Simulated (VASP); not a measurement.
Write the native input for VASP 6.6.1 that does the following.

| Item | Value |
| --- | --- |
| Task | single point |
| Functional | PBE |
| Potentials or basis | VASP PAW PBE potentials, release 64 (Rh_pv) |
| Cutoff | 520 eV |
| k mesh | 16 × 16 × 16 |
| Occupations | fermi-dirac, width 0.05 eV |
| Spin | collinear spin, ferromagnetic start |
| Starting moments | [0.466] μB |
| Dipole correction | no |
| Further INCAR settings | ALGO = Normal; EDIFF = 1e-06; NBANDS = 18 |

The structure of Rh lies in POSCAR:

```
Rh
1.0
   -1.4722910462      1.4722910462      1.4722910462
    1.4722910462     -1.4722910462      1.4722910462
    1.4722910462      1.4722910462     -1.4722910462
Rh
1
Direct
    0.0000000000      0.0000000000      0.0000000000
```

This isn't the form of Rh at room conditions, which is fcc.

The input as run:

INCAR

```
ALGO = Normal
EDIFF = 1E-6
ENCUT = 520
GGA = PE
ISIF = 2
ISMEAR = -1
ISPIN = 2
LASPH = T
LCHARG = F
LMAXMIX = 4
LORBIT = 11
LREAL = F
LWAVE = F
MAGMOM = 0.466
NBANDS = 18
NELM = 150
PREC = Accurate
SIGMA = 0.05
```

KPOINTS

```
k-points
0
Gamma
  16 16 16
```

Potentials or basis: VASP PAW PBE potentials, release 64 (Rh_pv).

The run is started by

```bash
$ cat potpaw_PBE.64/Rh_pv/POTCAR > POTCAR
$ mpirun -np 1 vasp_std > vasp.out
```

Results of the run:

```
Pressure                                              : 40.9 GPa
Net moment                                            : 0.31 μB per cell
Site moments                                          : Rh +0.32 μB
Valence electrons inside the program's atomic spheres : Rh 13.96
```

Caveat: the cell stands under pressure.

Run time: 87 s on 1 thread of Intel Xeon 8259CL, on a shared host, peak memory 0.17 GiB.
